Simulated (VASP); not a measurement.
Wanted: the native input for a VASP 6.6.1 run.

```yaml
Task: single point
Functional: PBE
Potentials_or_basis: VASP PAW PBE potentials, release 64 (Si, Ge_d)
Cutoff: 520 eV
k_mesh: 4 × 4 × 4
Occupations: gaussian, width 0.1 eV
Spin: no spin polarisation
Dipole_correction: no
Further_INCAR_settings: ALGO = Normal; EDIFF = 1e-06; NBANDS = 41
```

The structure of SiGe2 lies in POSCAR:

```
SiGe2
1.0
    0.0000000000      3.8678450469      3.8678450469
    3.8678450469      0.0000000000      3.8678450469
    3.8678450469      3.8678450469      0.0000000000
Si Ge
2 4
Direct
    0.0000000000      0.0000000000      0.0000000000
    0.2500000000      0.2500000000      0.2500000000
    0.6250000000      0.6250000000      0.6250000000
    0.1250000000      0.6250000000      0.6250000000
    0.6250000000      0.6250000000      0.1250000000
    0.6250000000      0.1250000000      0.6250000000
```

The input as run:

INCAR

```
PREC = Accurate
ENCUT = 520
EDIFF = 1E-6
ISMEAR = 0
SIGMA = 0.1
LREAL = F
LASPH = T
NELM = 60
ALGO = Normal
ISIF = 2
LWAVE = F
LCHARG = F
GGA = PE
NBANDS = 41
```

KPOINTS

```
Automatic mesh
0
Gamma
  4 4 4
```

Potentials or basis: VASP PAW PBE potentials, release 64 (Si, Ge_d).

Launch:

```sh
$ cat potpaw_PBE.64/Si/POTCAR potpaw_PBE.64/Ge_d/POTCAR > POTCAR
$ mpirun -np 1 vasp_std > vasp.out
```

It gave:

```yaml
Pressure: 0.1 GPa
Band_gap_on_the_k_mesh: zero (band 32 reaches 6.95 eV, above the bottom of band 33 at 5.18 eV)
```

It took 31 s on 1 thread of Intel(R) Xeon(R) 6975P-C (Granite Rapids) (shared host), peak memory 0.25 GiB.
